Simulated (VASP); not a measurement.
BaZrO3: single point with PBE

Crystal: BaZrO3.

```xyz
5
Lattice="4.2272 0.0000 0.0000 0.0000 4.2272 0.0000 0.0000 0.0000 4.2272" Properties=species:S:1:pos:R:3 pbc="T T T"
Ba    0.0000    0.0000    0.0000
Zr    2.1136    2.1136    2.1136
O     2.1136    2.1136    0.0000
O     2.1136    0.0000    2.1136
O     0.0000    2.1136    2.1136
```

- Program: VASP 6.6.1
- Task: single point
- Functional: PBE
- Potentials or basis: VASP PAW PBE potentials, release 64 (Ba_sv, Zr_sv, O)
- Cutoff: 520 eV
- k mesh: 6 × 6 × 6
- Occupations: fermi-dirac, width 0.05 eV
- Spin: no spin polarisation

```
Pressure               : 0.9 GPa
Band gap on the k mesh : 3.13 eV, indirect (least direct gap 3.38 eV)
```

Levels at points of the mesh, in eV from the valence-band top:
```csv
k point,band 16,band 17,band 18,band 19,band 20,band 21,band 22,band 23,band 24,band 25
"(0.00, 0.00, 0.00)",-0.95,-0.95,-0.25,-0.25,-0.25,3.13,3.13,3.13,4.62,4.62
"(0.50, 0.00, 0.00)",-1.69,-1.69,-1.61,-0.49,-0.49,3.55,5.54,5.54,6.34,6.56
"(0.50, 0.50, 0.00)",-2.32,-0.93,-0.93,-0.85,-0.07,5.52,5.52,6.31,6.34,7.51
"(0.50, 0.50, 0.50)",-2.52,-2.52,0.00,0.00,0.00,5.88,5.88,5.88,6.78,6.78
```

It took 19 s on 1 thread of Intel(R) Xeon(R) Platinum 8559C (Emerald Rapids), on a shared host, peak memory 0.19 GiB.

Caveat: spin-orbit coupling is left out, which moves the levels of the heavy elements. A k mesh can miss the band edges.
